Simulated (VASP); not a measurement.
# Sc2GeSe (P4mm) in VASP: a series of runs

Runs on Sc2GeSe. Level: PBE. Tasks: single point, relaxation of cell and atoms.

All numbers are computed with VASP 6.6.1; they aren't measurements. Logs are shortened: lines on timing, memory, paths and dates and some standing lists are left out, and cuts for length are marked.

### 1 The cell of the first run

It takes space group P4mm (No. 99, tetragonal). The conventional cell has a = 4.952 Å, b = 4.952 Å, c = 3.441 Å, α = 90.00°, β = 90.00°, γ = 90.00°. Sc (site symmetry 2mm) has 4 Se at 2.67 to 3.48 Å and 4 Ge at 2.87 to 3.17 Å and 6 Sc at 3.44 to 3.50 Å within 3.6 Å. Within 3.8 Å of Ge (site symmetry 4mm) lie 8 Sc at 2.87 to 3.17 Å and 2 Ge at 3.44 Å and 4 Se at 3.64 Å. Within 3.5 Å of Se (site symmetry 4mm) lie 8 Sc at 2.67 to 3.48 Å and 2 Se at 3.44 Å.

The cell was generated, and may not be a known phase.

### 2 Single point, PBE

INCAR reads:

```
PREC = Accurate ; ENCUT = 520
EDIFF = 1E-7 ; ISMEAR = 0
SIGMA = 0.1 ; LREAL = F
LASPH = T ; NELM = 60
ALGO = Fast ; ISIF = 2
LWAVE = F ; LCHARG = F
GGA = PE ; NBANDS = 29
```

KPOINTS reads:

```
regular mesh
0
Gamma
  4 4 6
```

POSCAR reads:

```
Sc2GeSe
1.0
    4.9523733214      0.0000000000      0.0000000000
    0.0000000000      4.9523733214      0.0000000000
    0.0000000000      0.0000000000      3.4407544071
Sc Ge Se
2 1 1
Direct
    0.5000000000      0.0000000000      0.6864487149
    0.0000000000      0.5000000000      0.6864487149
    0.5000000000      0.5000000000      0.2628952200
    0.0000000000      0.0000000000      0.9739604902
```

Potentials or basis: VASP PAW PBE potentials, release 64 (Sc_sv, Ge_d, Se).

On the command line:

```console
> cat potpaw_PBE.64/Sc_sv/POTCAR potpaw_PBE.64/Ge_d/POTCAR potpaw_PBE.64/Se/POTCAR > POTCAR
> mpirun -np 1 vasp_std > vasp.out
```

OUTCAR:

```text
PREC = Accurate
   ENCUT = 520
   EDIFF = 1E-7
   ISMEAR = 0
   LREAL = F
   LASPH = T
   NELM = 60
   ISIF = 2
   GGA = PE

 ion  position               nearest neighbor table
   1  0.500  0.000  0.686-   4 2.67   4 2.67   3 2.87   3 2.87   3 3.17   3 3.17
   2  0.000  0.500  0.686-   4 2.67   4 2.67   3 2.87   3 2.87   3 3.17   3 3.17
   3  0.500  0.500  0.263-   1 2.87   2 2.87   1 2.87   2 2.87   1 3.17   1 3.17   2 3.17   2 3.17

   4  0.000  0.000  0.974-   1 2.67   2 2.67   2 2.67   1 2.67

  LATTYP: Found a simple tetragonal cell.
 ALAT       =     4.9523733214
 C/A-ratio  =     0.6947687874

  Lattice vectors:

 A1 = (   4.9523733214,   0.0000000000,   0.0000000000)
 A2 = (   0.0000000000,   4.9523733214,   0.0000000000)
 A3 = (   0.0000000000,   0.0000000000,   3.4407544071)

Analysis of symmetry for initial positions (statically):
=====================================================================
 Subroutine PRICEL returns:
 Original cell was already a primitive cell.

 Routine SETGRP: Setting up the symmetry group for a
 simple tetragonal supercell.

 Subroutine GETGRP returns: Found  8 space group operations
 (whereof  8 operations were pure point group operations)
 out of a pool of 16 trial point group operations.

The static configuration has the point symmetry C_4v.

Analysis of symmetry for dynamics (positions and initial velocities):
=====================================================================
 Subroutine PRICEL returns:
 Original cell was already a primitive cell.

 Routine SETGRP: Setting up the symmetry group for a
 simple tetragonal supercell.

 Subroutine GETGRP returns: Found  8 space group operations
 (whereof  8 operations were pure point group operations)
 out of a pool of 16 trial point group operations.

The dynamic configuration has the point symmetry C_4v.

 Subroutine INISYM returns: Found  8 space group operations
 (whereof  8 operations are pure point group operations),
 and found     1 'primitive' translations

----------------------------------------------------------------------------------------

                                     Primitive cell

  volume of cell :      84.3879

  direct lattice vectors                    reciprocal lattice vectors
     4.952373321  0.000000000  0.000000000     0.201923388  0.000000000  0.000000000
     0.000000000  4.952373321  0.000000000     0.000000000  0.201923388  0.000000000
     0.000000000  0.000000000  3.440754407     0.000000000  0.000000000  0.290633937

  length of vectors
     4.952373321  4.952373321  3.440754407     0.201923388  0.201923388  0.290633937

  position of ions in fractional coordinates (direct lattice)
     0.500000000  0.000000000  0.686448715
     0.000000000  0.500000000  0.686448715
     0.500000000  0.500000000  0.262895220
     0.000000000  0.000000000  0.973960490

  ion indices of the primitive-cell ions
   primitive index   ion index
                 1           1
                 2           2
                 3           3
                 4           4

----------------------------------------------------------------------------------------

 KPOINTS: regular mesh

Automatic generation of k-mesh.
 Grid dimensions read from file:
 generate k-points for:    4    4    6

 Generating k-lattice:

  Cartesian coordinates                     Fractional coordinates (reciprocal lattice)
     0.050480847  0.000000000  0.000000000     0.250000000  0.000000000  0.000000000
     0.000000000  0.050480847  0.000000000     0.000000000  0.250000000  0.000000000
     0.000000000  0.000000000  0.048438990     0.000000000  0.000000000  0.166666667

  Length of vectors
     0.050480847  0.050480847  0.048438990

  Shift w.r.t. Gamma in fractional coordinates (k-lattice)
     0.000000000  0.000000000  0.000000000

 Subroutine IBZKPT returns following result:
 ===========================================

 Found     24 irreducible k-points:

 Following reciprocal coordinates:
            Coordinates               Weight
  0.000000  0.000000  0.000000      1.000000
  0.250000  0.000000  0.000000      4.000000
  0.500000  0.000000  0.000000      2.000000
  0.250000  0.250000  0.000000      4.000000
  0.500000  0.250000  0.000000      4.000000
  0.500000  0.500000  0.000000      1.000000
[... 16 lines left out ...]
  0.500000  0.250000  0.500000      4.000000
  0.500000  0.500000  0.500000      1.000000
   k-points           NKPTS =     24   k-points in BZ     NKDIM =     24   number of bands    NBANDS=     29
   number of dos      NEDOS =    301   number of ions     NIONS =      4
   total plane-waves  NPLWV =  44800
   dimension x,y,z NGX =    40 NGY =   40 NGZ =   28
   dimension x,y,z NGXF=    80 NGYF=   80 NGZF=   56
   ions per type =               2   1   1
   NGX,Y,Z   is equivalent  to a cutoff of  13.43, 13.43, 13.53 a.u.
   NGXF,Y,Z  is equivalent  to a cutoff of  26.86, 26.86, 27.06 a.u.
 SYSTEM =  unknown system
   PREC   = accura    normal or accurate (medium, high low for compatibility)
   ISTART =      0    job   : 0-new  1-cont  2-samecut
   ICHARG =      2    charge: 1-file 2-atom 10-const
   ISPIN  =      1    spin polarized calculation?
   LNONCOLLINEAR =      F non collinear calculations
   LSORBIT =      F    spin-orbit coupling
   LASPH  =      T    aspherical Exc in radial PAW
   ENCUT  =  520.0 eV  38.22 Ry    6.18 a.u.   9.21  9.21  6.40*2*pi/ulx,y,z
   NELM   =     60;   NELMIN=  2; NELMDL= -5     # of ELM steps
   EDIFF  = 0.1E-06   stopping-criterion for ELM
   LREAL  =      F    real-space projection
   EDIFFG = 0.1E-05   stopping-criterion for IOM
   NSW    =      0    number of steps for IOM
   IBRION =     -1    ionic relax: 0-MD 1-quasi-New 2-CG
   NFREE  =      0    steps in history (QN), initial steepest desc. (CG)
   ISIF   =      2    stress and relaxation
   ISYM   =      2    0-nonsym 1-usesym 2-fastsym
   POTIM  = 0.5000    time-step for ionic-motion
   TEBEG  =    0.0;   TEEND  =   0.0 temperature during run
   PSTRESS=    0.0 pullay stress
   NELECT =      42.0000    total number of electrons
   NUPDOWN=      -1.0000    fix difference up-down
   EMIN   =  10.00;   EMAX   =-10.00  energy-range for DOS
   EFERMI =   0.00;   METHOD = LEGACY
   ISMEAR =     0;   SIGMA  =   0.10  broadening in eV -4-tet -1-fermi 0-gaus
   EFERMI_NEDOS =   21; number of points for ismear=-14 and -15
   IALGO  =     68    algorithm
   IMIX   =      4    mixing-type and parameters
     AMIX     =   0.40;   BMIX     =  1.00
     AMIX_MAG =   1.60;   BMIX_MAG =  1.00
  volume/ion in A,a.u.               =      21.10       142.37
  Fermi-wavevector in a.u.,A,eV,Ry     =   1.297372  2.451677 22.900967  1.683174
  Thomas-Fermi vector in A             =   2.428768
   LORBIT       =      0    0 simple, 1 ext, 2 COOP (PROOUT), +10 PAW based schemes
   GGA     = PE    functional components
   LHFCALC =     F    Hartree Fock is set to
   AEXX    =    0.0000 exact exchange contribution
   IVDW    =     0    specifies the selected vdW correction
   LEPSILON=     F    determine dielectric tensor
   LRPA    =     F    only Hartree local field effects (RPA)
 non-spin polarized calculation
 RMM-DIIS sequential band-by-band and
 Gauss-broadening in eV      SIGMA  =   0.10
  energy-cutoff  :      520.00
  volume of cell :       84.39
 maximum number of plane-waves:      2308
 NGX is ok and might be reduce to    40
   NGX = 19   NGY = 19   NGZ = 13

 number of electron      42.0000000 magnetization

 Free energy of the ion-electron system (eV)
  ---------------------------------------------------
  ext. energy  EPLUGINS =         0.00000000
  ---------------------------------------------------
  free energy    TOTEN  =       -24.19145537 eV

  energy without entropy =      -24.18544246  energy(sigma->0) =      -24.18844892

 E-fermi :   5.2894     XC(G=0): -10.4352

 val. band max:        5.2770331472   @ k =   0.2500   0.0000   0.0000
 cond. band min:       5.4095711129   @ k =   0.5000   0.5000   0.0000
 fundamental gap:      0.1325379657
 Fermi energy:         5.2893611072

 k-point     1 :       0.0000    0.0000    0.0000
  band No.  band energies     occupation
      1     -44.7553      2.00000
      2     -44.7378      2.00000
      3     -23.4517      2.00000
      4     -23.4517      2.00000
      5     -23.3430      2.00000
      6     -23.3216      2.00000
[... 21 lines left out ...]
     28       7.9082      0.00000
     29       8.2105      0.00000

 k-point     2 :       0.2500    0.0000    0.0000
  band No.  band energies     occupation
      1     -44.7527      2.00000
      2     -44.7403      2.00000
      3     -23.4464      2.00000
      4     -23.4420      2.00000
      5     -23.3398      2.00000
      6     -23.3247      2.00000
[... 21 lines left out ...]
     28       7.8969      0.00000
     29       8.2330      0.00000

 k-point     3 :       0.5000    0.0000    0.0000
  band No.  band energies     occupation
      1     -44.7465      2.00000
      2     -44.7465      2.00000
      3     -23.4399      2.00000
      4     -23.4304      2.00000
      5     -23.3347      2.00000
      6     -23.3323      2.00000
[... 21 lines left out ...]
     28       7.9801      0.00000
     29       8.2587      0.00000

 k-point     4 :       0.2500    0.2500    0.0000
  band No.  band energies     occupation
      1     -44.7509      2.00000
      2     -44.7421      2.00000
      3     -23.4791      2.00000
      4     -23.4027      2.00000
      5     -23.3577      2.00000
      6     -23.3375      2.00000
[... 597 lines left out ...]
     28       8.3531      0.00000
     29       8.6158      0.00000

 k-point    23 :       0.5000    0.2500    0.5000
  band No.  band energies     occupation
      1     -44.7363      2.00000
      2     -44.7363      2.00000
      3     -23.4730      2.00000
      4     -23.4577      2.00000
      5     -23.4566      2.00000
      6     -23.3701      2.00000
[... 21 lines left out ...]
     28       8.0530      0.00000
     29       8.4150      0.00000

 k-point    24 :       0.5000    0.5000    0.5000
  band No.  band energies     occupation
      1     -44.7362      2.00000
      2     -44.7362      2.00000
      3     -23.4948      2.00000
      4     -23.4569      2.00000
      5     -23.4569      2.00000
      6     -23.3770      2.00000
[... 21 lines left out ...]
     28       8.0903      0.00000
     29       8.1042      0.00000

------------------------ aborting loop because EDIFF is reached ----------------------------------------

  FORCE on cell =-STRESS in cart. coord.  units (eV):
  Direction    XX          YY          ZZ          XY          YZ          ZX
  --------------------------------------------------------------------------------------
  -------------------------------------------------------------------------------------
  Total        0.0825948      0.0825948     -0.0731631      0.0000000      0.0000000      0.0000000
  in kB        1.5681333      1.5681333     -1.3890633      0.0000000      0.0000000      0.0000000
  external PRESSURE =       0.5824011 kB  Pullay stress =       0.0000000 kB

 VOLUME and BASIS-vectors are now :
 -----------------------------------------------------------------------------
  energy-cutoff  :      520.00
  volume of cell :       84.39
      direct lattice vectors                 reciprocal lattice vectors
     4.952373321  0.000000000  0.000000000     0.201923388  0.000000000  0.000000000
     0.000000000  4.952373321  0.000000000     0.000000000  0.201923388  0.000000000
     0.000000000  0.000000000  3.440754407     0.000000000  0.000000000  0.290633937

 POSITION                                       TOTAL-FORCE (eV/Angst)
 -----------------------------------------------------------------------------------
      2.47619      0.00000      2.36190         0.000000     -0.000000     -0.007745
      0.00000      2.47619      2.36190         0.000000     -0.000000     -0.007745
      2.47619      2.47619      0.90456         0.000000      0.000000      0.016401
      0.00000      0.00000      3.35116         0.000000     -0.000000     -0.000912
 -----------------------------------------------------------------------------------
    total drift:                               -0.000000      0.000000      0.000099

  FREE ENERGIE OF THE ION-ELECTRON SYSTEM (eV)
  ---------------------------------------------------
  free  energy   TOTEN  =       -24.1914553690 eV

  energy  without entropy=      -24.1854424645  energy(sigma->0) =      -24.18844892
```

It took 70 s on 1 thread of Oxide Virtual Turin-like, shared host; peak memory 0.2 GiB.

What came out:

```
Free energy            : -24.1915 eV
Pressure               : 0.1 GPa
Largest force          : 0.016 eV/Å
Band gap on the k mesh : zero (bands 21 and 22 overlap by 0.49 eV)
```

Forces in eV/Å, atoms in the order of the input:
```
Sc   0.000  0.000 -0.008
Sc   0.000  0.000 -0.008
Ge   0.000  0.000  0.016
Se   0.000  0.000 -0.001
```

### 3 Relaxation of cell and atoms, PBE

This run uses another cell than the first one, of 20.91 Å³/atom.

INCAR reads:

```
PREC = Accurate ; ENCUT = 600
EDIFF = 1E-7 ; ISMEAR = 0
SIGMA = 0.1 ; LREAL = F
LASPH = T ; NELM = 60
ALGO = Normal ; ISIF = 3
LWAVE = F ; LCHARG = F
GGA = PE ; IBRION = 2
NSW = 90 ; EDIFFG = -0.04
```

KPOINTS is that of step 2.

POSCAR reads:

```
Sc2GeSe
1.0
    4.9685008044      0.0000000000      0.0000000000
    0.0000000000      4.9685008044      0.0000000000
    0.0000000000      0.0000000000      3.3880468850
Sc Ge Se
2 1 1
Direct
    0.5000000000      0.0000000000      0.6873676576
    0.0000000000      0.5000000000      0.6873676576
    0.5000000000      0.5000000000      0.2607597308
    0.0000000000      0.0000000000      0.9742580941
```

Potentials or basis: VASP PAW PBE potentials, release 64 (Sc_sv, Ge_d, Se).

On the command line:

```console
> cat potpaw_PBE.64/Sc_sv/POTCAR potpaw_PBE.64/Ge_d/POTCAR potpaw_PBE.64/Se/POTCAR > POTCAR
> mpirun -np 1 vasp_std > vasp.out
```

Wall time 2.3 min (1 thread of Oxide Virtual Turin-like, shared host); peak memory 0.22 GiB.

The run converged. Its results:

| Property | Result |
| --- | --- |
| Free energy | -24.1919 eV |
| Relaxed volume | 21.09 Å³/atom |
| Relaxed cell | a = 4.959 Å, b = 4.959 Å, c = 3.431 Å, α = 90.00°, β = 90.00°, γ = 90.00° |
| Space group after relaxing (to 0.1 Å) | P4mm (No. 99) |
| Energy gained by relaxing | 0.8 meV/atom |
| Ionic steps | 4 |
| Pressure after relaxing | 0.0 GPa |
| Largest force after relaxing | 0.024 eV/Å |
| Band gap on the k mesh | zero (bands 21 and 22 overlap by 0.46 eV) |

Forces on the atoms (eV/Å):
```
Sc   0.000  0.000 -0.008
Sc   0.000  0.000 -0.008
Ge   0.000  0.000  0.024
Se   0.000  0.000 -0.008
```

The path:
```tsv
step	energy change (eV)	largest force (eV/Å)	pressure (GPa)	volume (Å³)
1	0.0000	0.0332	0.37	83.64
2	-0.0019	0.0289	-0.08	84.22
3	-0.0021	0.0341	-0.29	84.49
4	-0.0031	0.0244	-0.02	84.36
```

Final structure:
```
Sc Ge Se
1.0
     4.95855    0.00000    0.00000
     0.00000    4.95855    0.00000
     0.00000    0.00000    3.43100
Sc Ge Se
2 1 1
Direct
  0.50000 0.00000 0.68647
  0.00000 0.50000 0.68647
  0.50000 0.50000 0.26181
  0.00000 0.00000 0.97500
```

Levels at points of the mesh, in eV from the Fermi level:
| k point | band 19 | band 20 | band 21 | band 22 | band 23 | band 24 |
| --- | --- | --- | --- | --- | --- | --- |
| (0.00, 0.00, 0.00) | -0.64 | -0.58 | -0.17 | -0.17 | 0.52 | 1.94 |
| (0.50, 0.00, 0.00) | -1.84 | -1.06 | -0.16 | 0.76 | 1.13 | 1.29 |
| (0.50, 0.50, 0.00) | -1.49 | -0.86 | 0.12 | 0.12 | 0.43 | 1.09 |
| (0.00, 0.00, 0.50) | -3.68 | -1.05 | -1.05 | 0.00 | 1.85 | 1.85 |
| (0.50, 0.00, 0.50) | -2.34 | -1.66 | -0.33 | 0.57 | 0.68 | 1.12 |
| (0.50, 0.50, 0.50) | -2.60 | -1.38 | -1.38 | 1.00 | 1.00 | 1.22 |

The gap in the log of VASP goes by the Fermi energy; the results here count the filled bands.